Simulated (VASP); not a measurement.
Runs of VASP 6.6.1 on CdSe. The structure is that of space group F-43m (No. 216), or close to it. The cells are those of the table. 

```tsv
task	cell	cutoff (eV)	ions in elastic constants	gap on the mesh (eV)	pressure (GPa)
single point	a = 4.291, b = 4.291, c = 4.257 Å, angles 59.7, 59.7, 90.0°, 2 atoms	520	-	0.37	-0.3
single point	a = 4.291, b = 4.291, c = 4.238 Å, angles 59.6, 59.6, 90.0°, 2 atoms	520	-	0.37	0.2
single point	a = 4.163, b = 4.163, c = 4.268 Å, angles 60.8, 60.8, 90.0°, 2 atoms	520	-	0.40	1.2
single point	a = 4.270, b = 4.270, c = 4.245 Å, angles 59.8, 59.8, 90.0°, 2 atoms	520	-	0.40	(b)
single point	a = 4.206, b = 4.206, c = 4.258 Å, angles 60.4, 60.4, 90.0°, 2 atoms	520	-	0.42	0.8
single point	a = 4.163, b = 4.163, c = 4.232 Å, angles 60.5, 60.5, 90.0°, 2 atoms	520	-	(c)	(a)
```

Alike in all rows: level LDA; potentials or basis VASP PAW LDA potentials, release 64 (Cd, Se); no spin polarisation; k mesh 6 × 6 × 6; smearing gaussian 0.01 eV.

Problem. Fill in the values left out.

Solution. (a) 2.3; (b) 0.3; (c) 0.45.

A k mesh can miss the band edges, and the runs leave out spin-orbit coupling on Cd, Se.
